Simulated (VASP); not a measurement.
# Pd in VASP: a series of runs, part 2 of 3

VASP 6.6.1. The steps go on from the part before.

### 3 Single point, pbesol exchange, pbe correlation, collinear spin (the cell strained at random)

The input, INCAR:

```
SYSTEM = Pd
PREC = Accurate ; ENCUT = 500
EDIFF = 1E-6 ; ISMEAR = -1
SIGMA = 0.1 ; LREAL = .False.
LASPH = .True. ; NELM = 200
ALGO = Normal ; ISIF = 2
LWAVE = .False. ; LCHARG = .False.
ISPIN = 2 ; MAGMOM = 1
LORBIT = 11 ; NUPDOWN = 1.0
LMAXMIX = 4 ; GGA = LIBXC
LIBXC1 = GGA_X_PBE_SOL ; LIBXC2 = GGA_C_PBE
NBANDS = 15 ; GGA_COMPAT = .False.
```

The input, KPOINTS:

```
Automatic mesh
0
Gamma
  12 12 12
  0 0 0
```

The input, POSCAR:

```
Pd
1.0
    0.0183850000      1.8840310000      1.9298250000
    1.9335610000     -0.0108490000      1.9590580000
    1.9754690000      1.9551730000     -0.0527560000
Pd
1
Direct
   -0.0028580000     -0.0144920000      0.0309680000
```

Potentials or basis: VASP PAW PBE potentials, release 64 (Pd).

Command:

```bash
$ cat potpaw_PBE.64/Pd/POTCAR > POTCAR
$ mpirun -np 1 vasp_std > vasp.out
```

OUTCAR:

```text
SYSTEM = Pd
   PREC = Accurate
   ENCUT = 500
   EDIFF = 1E-6
   ISMEAR = -1
   LREAL = .False.
   LASPH = .True.
   NELM = 200
   ISIF = 2
   ISPIN = 2
   LORBIT = 11
   NUPDOWN = 1.0
   GGA = LIBXC

 ion  position               nearest neighbor table
   1  0.997  0.986  0.031-

  LATTYP: Found a triclinic cell.
 ALAT       =     2.7525777171
 B/A-ratio  =     0.9788327625
 C/A-ratio  =     1.0099338090
 COS(alpha) =     0.0102817897
 COS(beta)  =     0.4828999613
 COS(gamma) =     0.5098139158

  Lattice vectors:

 A1 = (   1.9335610000,  -0.0108490000,   1.9590580000)
 A2 = (   1.9151760000,  -1.8948800000,   0.0292330000)
 A3 = (   1.9754690000,   1.9551730000,  -0.0527560000)

Analysis of symmetry for initial positions (statically):
=====================================================================
 Subroutine PRICEL returns:
 Original cell was already a primitive cell.

 Routine SETGRP: Setting up the symmetry group for a
 triclinic supercell.

[... 635 lines left out ...]
      9      31.7716      0.00000
     10      32.5790      0.00000
     11      35.8888      0.00000
     12      36.8888      0.00000
     13      39.3620      0.00000
     14      40.4646      0.00000
[... 403 lines left out ...]
      4       7.8951      1.00000
      5       9.3675      0.59896
      6       9.4707      0.34736
      7      24.3898      0.00000
      8      27.6325      0.00000
      9      28.1436      0.00000
     10      30.6664      0.00000
     11      35.7485      0.00000
     12      36.5947      0.00000
     13      37.9478      0.00000
     14      38.4401      0.00000
     15      42.1470      0.00000

 [... further k-points ...]

------------------------ aborting loop because EDIFF is reached ----------------------------------------

  FORCE on cell =-STRESS in cart. coord.  units (eV):
  Direction    XX          YY          ZZ          XY          YZ          ZX
  --------------------------------------------------------------------------------------
  -------------------------------------------------------------------------------------
  Total       -0.0185248      0.1187530     -0.1349825     -0.3286816      0.4151716      0.1187294
  in kB       -2.0122007     12.8991777    -14.6620547    -35.7020074     45.0967164     12.8966046
  external PRESSURE =      -1.2583592 kB  Pullay stress =       0.0000000 kB

 VOLUME and BASIS-vectors are now :
 -----------------------------------------------------------------------------
  energy-cutoff  :      500.00
  volume of cell :       14.75
      direct lattice vectors                 reciprocal lattice vectors
     0.018385000  1.884031000  1.929825000    -0.259641594  0.269291757  0.257753678
     1.933561000 -0.010849000  1.959058000     0.262544006 -0.258526643  0.249890709
     1.975469000  1.955173000 -0.052756000     0.251650954  0.250536002 -0.246988300

 POSITION                                       TOTAL-FORCE (eV/Angst)
 -----------------------------------------------------------------------------------
      1.98505      1.92850      3.85334         0.000000      0.000000     -0.000000
 -----------------------------------------------------------------------------------
    total drift:                               -0.000007     -0.000005      0.000004

  FREE ENERGIE OF THE ION-ELECTRON SYSTEM (eV)
  ---------------------------------------------------
  free  energy   TOTEN  =        -5.7129342975 eV

  energy  without entropy=       -5.6780718438  energy(sigma->0) =       -5.69550307

 total charge

# of ion       s       p       d       tot
------------------------------------------
    1        0.516   0.546   8.337   9.399

 magnetization (x)

# of ion       s       p       d       tot
------------------------------------------
    1        0.035   0.066   0.866   0.967
```

OSZICAR:

```text
N       E                     dE             d eps       ncg     rms          rms(c)
DAV:   1     0.452890629827E+02    0.45289E+02   -0.44274E+03 52320   0.572E+02
DAV:   2    -0.542500052779E+01   -0.50714E+02   -0.48290E+02 66864   0.158E+02
DAV:   3    -0.620837058994E+01   -0.78337E+00   -0.78207E+00 68292   0.195E+01
DAV:   4    -0.621062996074E+01   -0.22594E-02   -0.22592E-02 62252   0.111E+00
DAV:   5    -0.621064448247E+01   -0.14522E-04   -0.14521E-04 68234   0.791E-02    0.962E+00
DAV:   6    -0.574127077706E+01    0.46937E+00   -0.15410E+00 75369   0.841E+00    0.438E+00
DAV:   7    -0.571906208928E+01    0.22209E-01   -0.57066E-02 73998   0.143E+00    0.239E+00
DAV:   8    -0.571412287976E+01    0.49392E-02   -0.11823E-03 67970   0.260E-01    0.123E+00
DAV:   9    -0.571292865117E+01    0.11942E-02   -0.33448E-04 71708   0.130E-01    0.761E-02
DAV:  10    -0.571293074097E+01   -0.20898E-05   -0.58113E-05 62616   0.482E-02    0.144E-02
DAV:  11    -0.571293315365E+01   -0.24127E-05   -0.30481E-06 69371   0.966E-03    0.743E-03
DAV:  12    -0.571293425131E+01   -0.10977E-05   -0.41609E-07 53191   0.492E-03    0.181E-03
DAV:  13    -0.571293429748E+01   -0.46174E-07   -0.37343E-08 44653   0.141E-03
   1 F= -.57129343E+01 E0= -.56955031E+01  d E =-.348625E-01  mag=     1.0000
```

stdout:

```text
POSCAR found type information on POSCAR Pd
 POSCAR found :  1 types and       1 ions
 scaLAPACK will be used
 -----------------------------------------------------------------------------
|                                                                             |
|                                                                             |
|     You enforced a specific xc type in the INCAR file but a different       |
|     I HOPE YOU KNOW WHAT YOU ARE DOING!                                     |
|                                                                             |
 -----------------------------------------------------------------------------

 LDA part: xc-table for (None,None), standard interpolation
 POSCAR, INCAR and KPOINTS ok, starting setup
 FFT: planning ... GRIDC
 FFT: planning ... GRID_SOFT
 FFT: planning ... GRID
 WAVECAR not read
 entering main loop
```

Run time: 3.3 min. Hardware: 1 thread of AMD EPYC 9R45 (Zen 5), shared host; peak memory 0.32 GiB.

What came out:

- Free energy: -5.7129 eV
- Pressure: -0.1 GPa
- Net moment: 1.00 μB per cell
- Site moments: Pd +0.97 μB
- Valence electrons inside the program's atomic spheres: Pd 9.40

Caveat: the cell differs from its parent crystal (the cell strained at random); the PAW data sets were made with another functional, which shifts forces and pressure a little; the total moment is fixed, so each spin has its own Fermi level.

### 4 Single point, PBE0

This run uses another cell than the first one, of 15.05 Å³/atom.

The input, POSCAR:

```
Pd
1.0
    0.0000000000      1.9593911042      1.9593911042
    1.9593911042      0.0000000000      1.9593911042
    1.9593911042      1.9593911042      0.0000000000
Pd
1
Direct
    0.0000000000      0.0000000000      0.0000000000
```

The input, INCAR.step1:

```
SYSTEM = Pd
ALGO     = Normal         ! electronic algorithm
EDIFF    = 1E-5           ! SCF threshold, eV
ENCUT    = 520            ! plane-wave cutoff, eV
GGA      = PE             ! functional
ISIF     = 2              ! what is computed and relaxed
ISMEAR   = -1             ! smearing method
LASPH    = .True.         ! aspherical terms in the spheres
LCHARG   = .False.        ! write CHGCAR
LREAL    = .False.        ! projectors in reciprocal space
LWAVE    = .True.         ! write WAVECAR
NBANDS   = 11             ! bands
NELM     = 60             ! most SCF steps
PREC     = Accurate       ! precision mode
SIGMA    = 0.05           ! smearing width, eV
```

The input, INCAR.step2:

```
SYSTEM = Pd
AEXX     = 0.25           ! exact-exchange fraction
ALGO     = Normal         ! electronic algorithm
EDIFF    = 1E-6           ! SCF threshold, eV
ENCUT    = 520            ! plane-wave cutoff, eV
GGA      = PE             ! functional
ISIF     = 2              ! what is computed and relaxed
ISMEAR   = -1             ! smearing method
ISTART   = 1            
LASPH    = .True.         ! aspherical terms in the spheres
LCHARG   = .False.        ! write CHGCAR
LHFCALC  = .True.         ! exact exchange
LREAL    = .False.        ! projectors in reciprocal space
LWAVE    = .False.        ! write WAVECAR
NBANDS   = 11             ! bands
NELM     = 60             ! most SCF steps
PREC     = Accurate       ! precision mode
PRECFOCK = Normal       
SIGMA    = 0.05           ! smearing width, eV
```

The input, KPOINTS:

```
k-points
0
Gamma
  8 8 8
  0 0 0
```

Command:

```bash
$ cat potpaw_PBE.64/Pd/POTCAR > POTCAR
$ cp INCAR.step1 INCAR
$ mpirun -np 1 vasp_std > vasp.out
$ cp INCAR.step2 INCAR
$ mpirun -np 1 vasp_std > vasp.out
```

Wall time 13 min (1 thread of Intel Xeon 6975P-C (Granite Rapids), shared host); peak memory 0.16 GiB.

Results (log left out):

| Property | Result |
| --- | --- |
| Free energy | -6.5128 eV |
| Pressure | -0.7 GPa |
| Band gap on the k mesh | zero (bands 5 and 6 overlap by 2.70 eV) |

Levels at points of the mesh, in eV from the Fermi level:
| k point | band 2 | band 3 | band 4 | band 5 | band 6 | band 7 | band 8 | band 9 |
| --- | --- | --- | --- | --- | --- | --- | --- | --- |
| (0.00, 0.00, 0.00) | -3.49 | -3.49 | -3.49 | -1.93 | -1.93 | 19.22 | 24.09 | 24.09 |
| (0.50, 0.00, 0.00) | -3.63 | -3.63 | -0.37 | -0.37 | 2.07 | 9.13 | 18.50 | 23.30 |
| (0.50, 0.50, 0.00) | -5.91 | -0.62 | 0.73 | 0.73 | 4.72 | 12.68 | 15.15 | 15.15 |

Caveat: the PAW data sets were made with another functional, which shifts forces and pressure a little.

### 5 Single point, r2SCANh

This run uses another cell than the first one, of 15.34 Å³/atom.

The input, POSCAR:

```
Pd
1.0
    0.0000000000      1.9721147795      1.9721147795
    1.9721147795      0.0000000000      1.9721147795
    1.9721147795      1.9721147795      0.0000000000
Pd
1
Direct
    0.0000000000      0.0000000000      0.0000000000
```

The input, INCAR.step1:

```
  ALGO = Normal
  EDIFF = 1E-5
  ENCUT = 520
  GGA = PE
  ISIF = 2
  ISMEAR = -1
  LASPH = T
  LCHARG = F
  LREAL = F
  LWAVE = T
  NBANDS = 11
  NELM = 80
  PREC = Accurate
  SIGMA = 0.05
```

The input, INCAR.step2:

```
  AEXX = 0.1
  ALGO = Normal
  EDIFF = 1E-6
  ENCUT = 520
  ISIF = 2
  ISMEAR = -1
  ISTART = 1
  LASPH = T
  LCHARG = F
  LHFCALC = T
  LMIXTAU = T
  LREAL = F
  LWAVE = F
  METAGGA = R2SCAN
  NBANDS = 11
  NELM = 80
  PREC = Accurate
  PRECFOCK = Normal
  SIGMA = 0.05
```

The input, KPOINTS:

```
k-points
0
Gamma
  6 6 6
```

Potentials or basis: VASP PAW PBE potentials, release 64 (Pd).

Command:

```bash
$ cat potpaw_PBE.64/Pd/POTCAR > POTCAR
$ cp INCAR.step1 INCAR
$ mpirun -np 1 vasp_std > vasp.out
$ cp INCAR.step2 INCAR
$ mpirun -np 1 vasp_std > vasp.out
```

OUTCAR:

```text
AEXX = 0.1
   EDIFF = 1E-6
   ENCUT = 520
   ISIF = 2
   ISMEAR = -1
   ISTART = 1
   LASPH = T
   LHFCALC = T
   LREAL = F
   METAGGA = R2SCAN
   NELM = 80
   PREC = Accurate
   PRECFOCK = Normal

 ion  position               nearest neighbor table
   1  0.000  0.000  0.000-

  LATTYP: Found a face centered cubic cell.
 ALAT       =     3.9442295590

  Lattice vectors:

 A1 = (   0.0000000000,   1.9721147795,   1.9721147795)
[... 401 lines left out ...]
      9      21.5729      0.00000
     10      33.6222      0.00000
     11      33.8257      0.00000

------------------------ aborting loop because EDIFF is reached ----------------------------------------

  FORCE on cell =-STRESS in cart. coord.  units (eV):
  Direction    XX          YY          ZZ          XY          YZ          ZX
  --------------------------------------------------------------------------------------
  -------------------------------------------------------------------------------------
  Total       -0.5725802     -0.5725802     -0.5725802      0.0000000      0.0000000     -0.0000000
  in kB      -59.8026403    -59.8026403    -59.8026403      0.0000000      0.0000000     -0.0000000
  external PRESSURE =     -59.8026403 kB  Pullay stress =       0.0000000 kB

 VOLUME and BASIS-vectors are now :
 -----------------------------------------------------------------------------
  energy-cutoff  :      520.00
  volume of cell :       15.34
      direct lattice vectors                 reciprocal lattice vectors
     0.000000000  1.972114780  1.972114780    -0.253534939  0.253534939  0.253534939
     1.972114780  0.000000000  1.972114780     0.253534939 -0.253534939  0.253534939
     1.972114780  1.972114780  0.000000000     0.253534939  0.253534939 -0.253534939

 POSITION                                       TOTAL-FORCE (eV/Angst)
 -----------------------------------------------------------------------------------
      0.00000      0.00000      0.00000        -0.000000      0.000000     -0.000000
 -----------------------------------------------------------------------------------
    total drift:                                0.000000      0.000000     -0.000000

  FREE ENERGIE OF THE ION-ELECTRON SYSTEM (eV)
  ---------------------------------------------------
  free  energy   TOTEN  =       -21.7066029696 eV

  energy  without entropy=      -21.6973028426  energy(sigma->0) =      -21.70195291
```

OSZICAR.step1:

```text
N       E                     dE             d eps       ncg     rms          rms(c)
DAV:   1     0.457095895749E+02    0.45710E+02   -0.54200E+03   352   0.869E+02
DAV:   2    -0.488245322944E+01   -0.50592E+02   -0.48268E+02   388   0.187E+02
DAV:   3    -0.553546394724E+01   -0.65301E+00   -0.65096E+00   430   0.228E+01
DAV:   4    -0.553838393725E+01   -0.29200E-02   -0.29192E-02   425   0.159E+00
DAV:   5    -0.553841715239E+01   -0.33215E-04   -0.33215E-04   465   0.155E-01    0.688E+00
DAV:   6    -0.524622382153E+01    0.29219E+00   -0.11093E+00   427   0.887E+00    0.327E+00
DAV:   7    -0.523491373152E+01    0.11310E-01   -0.33779E-02   446   0.131E+00    0.173E+00
DAV:   8    -0.523145923004E+01    0.34545E-02   -0.16080E-03   415   0.360E-01    0.190E-01
DAV:   9    -0.523138377711E+01    0.75453E-04   -0.13756E-04   447   0.105E-01    0.160E-02
DAV:  10    -0.523138898754E+01   -0.52104E-05   -0.23953E-06   300   0.124E-02
   1 F= -.52313890E+01 E0= -.52212837E+01  d E =-.202106E-01
```

It took 5.5 min on 1 thread of Intel Xeon Platinum 8259CL at 2.50GHz (Skylake/Cascade Lake), shared host; peak memory 0.16 GiB.

Results:

| Quantity | Value |
| --- | --- |
| Free energy | -21.7066 eV |
| Pressure | -6.0 GPa |
| Band gap on the k mesh | zero (bands 5 and 6 overlap by 2.09 eV) |

Levels at points of the mesh, in eV from the Fermi level:
```tsv
k point	band 2	band 3	band 4	band 5	band 6	band 7	band 8	band 9
(0.00, 0.00, 0.00)	-3.04	-3.04	-3.04	-1.55	-1.55	18.78	23.58	23.58
(0.50, 0.00, 0.00)	-3.14	-3.14	-0.17	-0.17	1.83	8.13	18.13	22.59
(0.50, 0.50, 0.00)	-5.30	-0.33	0.50	0.50	4.23	11.68	14.48	14.48
```

Caveat: the k points lie up to 0.46 Å⁻¹ apart, too coarse for converged energies and pressures of a metal; the PAW data sets were made with another functional, which shifts forces and pressure a little.

[end of part 2 of 3]
